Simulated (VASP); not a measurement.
A run of VASP 6.6.1 is set up as follows.

Contents of INCAR:

```
  ALGO = Normal
  EDIFF = 1E-6
  EDIFFG = -0.04
  ENCUT = 600
  GGA = PE
  IBRION = 2
  ISIF = 3
  ISMEAR = 0
  LASPH = T
  LCHARG = F
  LREAL = F
  LWAVE = F
  NELM = 100
  NSW = 90
  PREC = Accurate
  SIGMA = 0.1
```

File KPOINTS:

```
k-points
0
Gamma
  4 4 4
```

The input POSCAR:

```
RbGe4N2
1.0
   -3.2909314200      3.2909314200      2.9047051000
    3.2909314200     -3.2909314200      2.9047051000
    3.2909314200      3.2909314200     -2.9047051000
Rb Ge N
1 4 2
Direct
    0.0000000000      0.0000000000      0.0000000000
    0.7428534000      0.5000000000      0.2428534000
    0.5000000000      0.7428534000      0.2428534000
    0.5000000000      0.2571466000      0.7571466000
    0.2571466000      0.5000000000      0.7571466000
    0.2500000000      0.7500000000      0.5000000000
    0.7500000000      0.2500000000      0.5000000000
```

Potentials or basis: VASP PAW PBE potentials, release 64 (Rb_sv, Ge_d, N).

Command:

```bash
$ cat potpaw_PBE.64/Rb_sv/POTCAR potpaw_PBE.64/Ge_d/POTCAR potpaw_PBE.64/N/POTCAR > POTCAR
$ mpirun -np 1 vasp_std > vasp.out
```

Problem. Predict the space group after relaxing (to 0.05 Å).

Solution. I4/mmm (No. 139).

Problem. What does it give for the relaxed cell?

Solution. a = 5.925 Å, b = 5.925 Å, c = 5.925 Å, α = 102.86°, β = 102.86°, γ = 123.71°.

Problem. Predict the relaxed volume.

Solution. 21.80 Å³/atom.

Stress tensor (GPa, compression positive):
```
-0.11  0.00  0.00
 0.00 -0.11  0.00
 0.00  0.00  0.13
```

Caveat: the k points lie up to 0.35 Å⁻¹ apart in the final cell; the volume moved by over 15 % at a fixed basis, so the end points are rough.
